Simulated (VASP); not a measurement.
# FeSi (P2_13) in VASP: notebook, part 2 of 2

VASP 6.6.1.

### Step 5. Single point, PBE

This run uses another cell than the first one, of 11.00 Å³/atom.

INCAR reads:

```
PREC     = Accurate       # precision mode
ENCUT    = 520            # plane-wave cutoff, eV
EDIFF    = 1E-6           # SCF threshold, eV
ISMEAR   = 0              # smearing method
SIGMA    = 0.01           # smearing width, eV
LREAL    = False          # projectors in reciprocal space
LASPH    = True           # aspherical terms in the spheres
NELM     = 100            # most SCF steps
ALGO     = Normal         # electronic algorithm
ISIF     = 2              # what is computed and relaxed
LWAVE    = False          # write WAVECAR
LCHARG   = False          # write CHGCAR
GGA      = PE             # functional
NBANDS   = 34             # bands
```

KPOINTS reads:

```
Automatic mesh
0
Gamma
  8 8 8
```

POSCAR reads:

```
FeSi
1.0
    4.4477550500      0.0000000000      0.0000000000
    0.0000000000      4.4477550500      0.0000000000
    0.0000000000      0.0000000000      4.4477550500
Fe Si
4 4
Direct
    0.1360501212      0.1360501212      0.1360501212
    0.3639498788      0.8639498788      0.6360501212
    0.6360501212      0.3639498788      0.8639498788
    0.8639498788      0.6360501212      0.3639498788
    0.8407512131      0.8407512131      0.8407512131
    0.6592487869      0.1592487869      0.3407512131
    0.3407512131      0.6592487869      0.1592487869
    0.1592487869      0.3407512131      0.6592487869
```

Potentials or basis: VASP PAW PBE potentials, release 64 (Fe, Si).

Launch:

```sh
> cat potpaw_PBE.64/Fe/POTCAR potpaw_PBE.64/Si/POTCAR > POTCAR
> mpirun -np 1 vasp_std > vasp.out
```

OUTCAR:

```text
PREC = Accurate
   ENCUT = 520
   EDIFF = 1E-6
   ISMEAR = 0
   LREAL = False
   LASPH = True
   NELM = 100
   ISIF = 2
   GGA = PE

 ion  position               nearest neighbor table
   1  0.136  0.136  0.136-   5 2.27   6 2.31   7 2.31   8 2.31   7 2.50   8 2.50   6 2.50   3 2.73
                             4 2.73   2 2.73   2 2.73   4 2.73   3 2.73
   2  0.364  0.864  0.636-   6 2.27   5 2.31   7 2.31   8 2.31   7 2.50   8 2.50   5 2.50   1 2.73
                             1 2.73   3 2.73   3 2.73   4 2.73   4 2.73
   3  0.636  0.364  0.864-   7 2.27   6 2.31   5 2.31   8 2.31   8 2.50   6 2.50   5 2.50   1 2.73
                             4 2.73   2 2.73   2 2.73   4 2.73   1 2.73
   4  0.864  0.636  0.364-   8 2.27   6 2.31   7 2.31   5 2.31   6 2.50   5 2.50   7 2.50   1 2.73
                             3 2.73   2 2.73   1 2.73   2 2.73   3 2.73
   5  0.841  0.841  0.841-   1 2.27   2 2.31   3 2.31   4 2.31   3 2.50   4 2.50   2 2.50   6 2.76
                             7 2.76   8 2.76   6 2.76   8 2.76   7 2.76
   6  0.659  0.159  0.341-   2 2.27   1 2.31   3 2.31   4 2.31   3 2.50   4 2.50   1 2.50   8 2.76
                             5 2.76   5 2.76   7 2.76   7 2.76   8 2.76
[... 214 lines left out ...]
      3       1.8384      2.00000
      4       1.8384      2.00000
      5       4.6755      2.00000
      6       4.6755      2.00000
[... 877 lines left out ...]
     33      13.9586      0.00000
     34      14.6863      0.00000

 [... further k-points ...]

------------------------ aborting loop because EDIFF is reached ----------------------------------------

  FORCE on cell =-STRESS in cart. coord.  units (eV):
  Direction    XX          YY          ZZ          XY          YZ          ZX
  --------------------------------------------------------------------------------------
  -------------------------------------------------------------------------------------
  Total        0.1073136      0.1073136      0.1073136      0.0000000     -0.0000000      0.0000000
  in kB        1.9540827      1.9540827      1.9540827      0.0000000     -0.0000000      0.0000000
  external PRESSURE =       1.9540827 kB  Pullay stress =       0.0000000 kB

 VOLUME and BASIS-vectors are now :
 -----------------------------------------------------------------------------
  energy-cutoff  :      520.00
  volume of cell :       87.99
      direct lattice vectors                 reciprocal lattice vectors
     4.447755050  0.000000000  0.000000000     0.224832525  0.000000000  0.000000000
     0.000000000  4.447755050  0.000000000     0.000000000  0.224832525  0.000000000
     0.000000000  0.000000000  4.447755050     0.000000000  0.000000000  0.224832525

 POSITION                                       TOTAL-FORCE (eV/Angst)
 -----------------------------------------------------------------------------------
      0.60512      0.60512      0.60512         0.018008      0.018008      0.018008
      1.61876      3.84264      2.82900        -0.018008     -0.018008      0.018008
      2.82900      1.61876      3.84264         0.018008     -0.018008     -0.018008
      3.84264      2.82900      1.61876        -0.018008      0.018008     -0.018008
      3.73946      3.73946      3.73946        -0.000657     -0.000657     -0.000657
      2.93218      0.70830      1.51558         0.000657      0.000657     -0.000657
      1.51558      2.93218      0.70830        -0.000657      0.000657      0.000657
      0.70830      1.51558      2.93218         0.000657     -0.000657      0.000657
 -----------------------------------------------------------------------------------
    total drift:                               -0.000001     -0.000001     -0.000000

  FREE ENERGIE OF THE ION-ELECTRON SYSTEM (eV)
  ---------------------------------------------------
  free  energy   TOTEN  =       -58.7821951506 eV

  energy  without entropy=      -58.7821951506  energy(sigma->0) =      -58.78219515
```

OSZICAR:

```text
N       E                     dE             d eps       ncg     rms          rms(c)
DAV:   1     0.348535308727E+03    0.34854E+03   -0.19666E+04  3060   0.157E+03
DAV:   2    -0.355988040897E+02   -0.38413E+03   -0.36441E+03  3060   0.364E+02
DAV:   3    -0.651523934293E+02   -0.29554E+02   -0.26748E+02  3488   0.118E+02
DAV:   4    -0.666293771028E+02   -0.14770E+01   -0.14543E+01  4454   0.254E+01
DAV:   5    -0.666596663188E+02   -0.30289E-01   -0.30253E-01  4296   0.368E+00    0.320E+01
DAV:   6    -0.717511200343E+02   -0.50915E+01   -0.14849E+02  4614   0.145E+02    0.316E+01
DAV:   7    -0.589555446863E+02    0.12796E+02   -0.56668E+01  4272   0.104E+02    0.903E+00
DAV:   8    -0.588932852383E+02    0.62259E-01   -0.37903E+00  4014   0.121E+01    0.328E+00
DAV:   9    -0.587914842856E+02    0.10180E+00   -0.31152E-01  4916   0.595E+00    0.133E+00
DAV:  10    -0.587827182485E+02    0.87660E-02   -0.20790E-02  4148   0.110E+00    0.386E-01
DAV:  11    -0.587823203993E+02    0.39785E-03   -0.27735E-03  4672   0.529E-01    0.188E-01
DAV:  12    -0.587821996409E+02    0.12076E-03   -0.26085E-04  4304   0.154E-01    0.651E-02
DAV:  13    -0.587821973809E+02    0.22600E-05   -0.85592E-05  4826   0.594E-02    0.397E-02
DAV:  14    -0.587821951293E+02    0.22516E-05   -0.12127E-05  3786   0.256E-02    0.577E-03
DAV:  15    -0.587821951506E+02   -0.21353E-07   -0.10576E-06  1770   0.135E-02
   1 F= -.58782195E+02 E0= -.58782195E+02  d E =-.958422E-23
```

Wall time 3.4 min (1 thread of Intel Xeon 8259CL, shared host); peak memory 0.26 GiB.

What came out:

- Free energy: -58.7822 eV
- Pressure: 0.2 GPa
- Largest force: 0.031 eV/Å
- Band gap on the k mesh: 0.16 eV (least direct gap 0.17 eV)

Forces on the atoms (eV/Å):
```
Fe   0.018  0.018  0.018
Fe  -0.018 -0.018  0.018
Fe   0.018 -0.018 -0.018
Fe  -0.018  0.018 -0.018
Si  -0.001 -0.001 -0.001
Si   0.001  0.001 -0.001
Si  -0.001  0.001  0.001
Si   0.001 -0.001  0.001
```

A k mesh can miss the band edges. Spin polarisation is off, so any magnetic state and its effect on volume and gap are missing.

### Step 6. Single point, PBE (11.33 Å³/atom)

This run uses another cell than the first one, of 11.33 Å³/atom.

INCAR reads:

```
SYSTEM = FeSi
  ALGO = Normal
  EDIFF = 1E-6
  ENCUT = 520
  GGA = PE
  ISIF = 2
  ISMEAR = 0
  LASPH = .True.
  LCHARG = .True.
  LELF = .True.
  LREAL = .False.
  LVHAR = .True.
  LWAVE = .False.
  NBANDS = 34
  NELM = 60
  PREC = Accurate
  SIGMA = 0.01
```

KPOINTS reads:

```
k-points
0
Gamma
  8 8 8
  0 0 0
```

POSCAR reads:

```
FeSi
1.0
    4.4917950928      0.0000000000      0.0000000000
    0.0000000000      4.4917950928      0.0000000000
    0.0000000000      0.0000000000      4.4917950928
Fe Si
4 4
Direct
    0.1345373320      0.1345373320      0.1345373320
    0.3654626680      0.8654626680      0.6345373320
    0.6345373320      0.3654626680      0.8654626680
    0.8654626680      0.6345373320      0.3654626680
    0.8400623417      0.8400623417      0.8400623417
    0.6599376583      0.1599376583      0.3400623417
    0.3400623417      0.6599376583      0.1599376583
    0.1599376583      0.3400623417      0.6599376583
```

Potentials or basis: VASP PAW PBE potentials, release 64 (Fe, Si).

Launch:

```sh
> cat potpaw_PBE.64/Fe/POTCAR potpaw_PBE.64/Si/POTCAR > POTCAR
> mpirun -np 1 vasp_std > vasp.out
```

Run time: 3.6 min. Hardware: 1 thread of Intel Xeon 8259CL, shared host; peak memory 0.26 GiB.

Results (log left out):

| Quantity | Value |
| --- | --- |
| Free energy | -58.7328 eV |
| Pressure | -5.8 GPa |
| Largest force | 0.031 eV/Å |
| Band gap on the k mesh | 0.16 eV (least direct gap 0.17 eV) |

Forces on the atoms (eV/Å):
```
Fe   0.018  0.018  0.018
Fe  -0.018 -0.018  0.018
Fe   0.018 -0.018 -0.018
Fe  -0.018  0.018 -0.018
Si   0.002  0.002  0.002
Si  -0.002 -0.002  0.002
Si   0.002 -0.002 -0.002
Si  -0.002  0.002 -0.002
```

Levels at points of the mesh, in eV from the valence-band top:
```csv
k point,band 21,band 22,band 23,band 24,band 25,band 26,band 27,band 28
"(0.00, 0.00, 0.00)",-0.27,-0.27,-0.03,-0.03,0.64,0.64,0.64,2.90
"(0.50, 0.00, 0.00)",-0.36,-0.36,-0.01,-0.01,0.20,0.20,1.67,1.67
"(0.50, 0.50, 0.00)",-0.97,-0.97,-0.34,-0.34,0.62,0.62,1.25,1.25
"(0.50, 0.50, 0.50)",-0.63,-0.63,-0.63,-0.63,0.48,0.48,0.48,0.48
```

Caveat: the cell stands under tension.

### Step 7. Overview

```tsv
cell	gap on the mesh (eV)	pressure (GPa)	largest force (eV/Å)
a = 4.310 Å, 8 atoms, atomic positions A	0.15	26.1	0.04
a = 4.357 Å, 8 atoms, atomic positions B	0.16	15.9	0.04
a = 4.403 Å, 8 atoms, atomic positions C	0.16	7.4	0.04
a = 4.448 Å, 8 atoms, atomic positions D	0.16	0.2	0.03
a = 4.492 Å, 8 atoms, atomic positions E	0.16	-5.8	0.03
```

Alike in all rows: task single point; level PBE; potentials or basis VASP PAW PBE potentials, release 64 (Fe, Si); no spin polarisation; k mesh 8 × 8 × 8; cutoff (eV) 520; smearing gaussian 0.01 eV.

Caveats: the cell stands under pressure (at least some runs); the cell stands under tension (at least some runs).

Absolute energies hang on the potentials; compare differences alone.
